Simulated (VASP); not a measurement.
Wanted: the native input for a VASP 6.6.1 run.

```
Task                   : relaxation of cell and atoms
Functional             : PBE
Potentials or basis    : VASP PAW PBE potentials, release 64 (Ir)
Cutoff                 : 600 eV
k mesh                 : 11 × 11 × 6
Occupations            : fermi-dirac, width 0.05 eV
Spin                   : no spin polarisation
Target pressure        : 40 GPa
Dipole correction      : no
Further INCAR settings : ALGO = Normal; EDIFF = 1e-06; IBRION = 2; EDIFFG = -0.02; NSW = 80; ISIF = 3
```

The structure of Ir lies in POSCAR:

```
Ir
1.0
    2.7100000000      0.0000000000      0.0000000000
   -1.3550000000      2.3469288443      0.0000000000
    0.0000000000      0.0000000000      4.4254300000
Ir
2
Direct
    0.3333333333      0.6666666667      0.2500000000
    0.6666666667      0.3333333333      0.7500000000
```

The input as run:

INCAR

```
  PREC = Accurate
  ENCUT = 600
  EDIFF = 1E-6
  ISMEAR = -1
  SIGMA = 0.05
  LREAL = F
  LASPH = T
  NELM = 60
  ALGO = Normal
  ISIF = 3
  LWAVE = F
  LCHARG = F
  GGA = PE
  IBRION = 2
  NSW = 80
  EDIFFG = -0.02
  PSTRESS = 400.0
```

KPOINTS

```
regular mesh
0
Gamma
  11 11 6
```

Potentials or basis: VASP PAW PBE potentials, release 64 (Ir).

Run with:

```sh
$ cat potpaw_PBE.64/Ir/POTCAR > POTCAR
$ mpirun -np 1 vasp_std > vasp.out
```

It gave:

* Relaxed volume: 13.32 Å³/atom
* Relaxed cell: a = 2.665 Å, b = 2.665 Å, c = 4.329 Å, α = 90.00°, β = 90.00°, γ = 120.00°
* Space group after relaxing (to 0.05 Å): P6_3/mmc (No. 194)
* Energy change on relaxing (the enthalpy is what falls): +123.2 meV/atom
* Ionic steps: 10
* Pressure after relaxing: 40.0 GPa
* Band gap on the k mesh: zero (band 9 reaches 12.71 eV, above the bottom of band 10 at 9.13 eV)

Caveat: the cell is relaxed towards a set pressure, so the enthalpy falls and the energy may rise; spin-orbit coupling is left out, which moves the levels of the heavy elements.

It took 110 s on 1 thread of Intel(R) Xeon(R) Platinum 8259CL CPU @ 2.50GHz (Skylake/Cascade Lake), with other jobs on the host, peak memory 0.18 GiB.
